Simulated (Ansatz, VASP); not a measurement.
# One calculation of Ta4O, two programs

The input INCAR:

```
SYSTEM = Ta4O
PREC = Accurate ; ENCUT = 520
EDIFF = 1E-6 ; ISMEAR = 0
SIGMA = 0.1 ; LREAL = .False.
LASPH = .True. ; NELM = 100
ALGO = Normal ; ISIF = 2
LWAVE = .False. ; LCHARG = .False.
GGA = PE ; NBANDS = 33
```

KPOINTS

```
Automatic mesh
0
Gamma
  10 10 6
  0 0 0
```

The input POSCAR:

```
Ta4O
1.0
    3.2574970000      0.0000000000      0.0000000000
    0.0000000000      3.2574970000      0.0000000000
    0.0000000000      0.0000000000      7.4093410000
Ta O
4 1
Direct
    0.0000000000      0.0000000000      0.5000000000
    0.5000000000      0.5000000000      0.7831580000
    0.5000000000      0.5000000000      0.2168420000
    0.0000000000      0.0000000000      0.0000000000
    0.5000000000      0.5000000000      0.5000000000
```

Input for Ansatz:

```yaml
crystal:
  lattice:
    - [3.257497, 0.0, 0.0]
    - [0.0, 3.257497, 0.0]
    - [0.0, 0.0, 7.409341]
  atoms:
    - { symbol: Ta, position: [0.0, 0.0, 0.5] }
    - { symbol: Ta, position: [0.5, 0.5, 0.783158] }
    - { symbol: Ta, position: [0.5, 0.5, 0.216842] }
    - { symbol: Ta, position: [0.0, 0.0, 0.0] }
    - { symbol: O, position: [0.5, 0.5, 0.5] }
basis:
  ecutwfc: 420
kpoints:
  mp_grid: { grid: [10, 10, 6] }
hamiltonian:
  xc: pbe
scf:
  occupations: { method: gaussian, width: 0.1 }
output:
  forces: true
  stress: true
  eigenvalues: true
```

Alike in both runs: task single point; functional PBE; k mesh 10 × 10 × 6; occupations gaussian, width 0.1 eV; no spin polarisation.

```csv
,VASP,Ansatz
version,VASP 6.6.1,Ansatz 0.2.0
potentials or method,"VASP PAW PBE potentials, release 64 (Ta_pv, O), cutoff 520 eV","scalar-relativistic, plane waves, PAW"
valence electrons in the cell,50,58
```

Ansatz gave:

| Property | Result |
| --- | --- |
| gap on the k mesh at the Fermi level (eV) | none |
| pressure (GPa) | -0.8 |
| traceless stress, the component that is largest in VASP (GPa) | -0.34 |
| rms of the force components (eV/Å) | 0.023 |

Task: Which values does VASP return?

Result: gap on the k mesh at the Fermi level (eV): none; pressure (GPa): -0.6; traceless stress, the component that is largest in VASP (GPa): -0.21; rms of the force components (eV/Å): 0.010.

Atom by atom the forces differ by 0.013 eV/Å (rms over components). A gap of «none» marks a metal or a gap that the smearing closes. VASP's potentials hold 50 valence electrons a cell and Ansatz's 58, so a difference there can come from the potentials and not from the codes.

Neither program's run includes spin-orbit coupling.
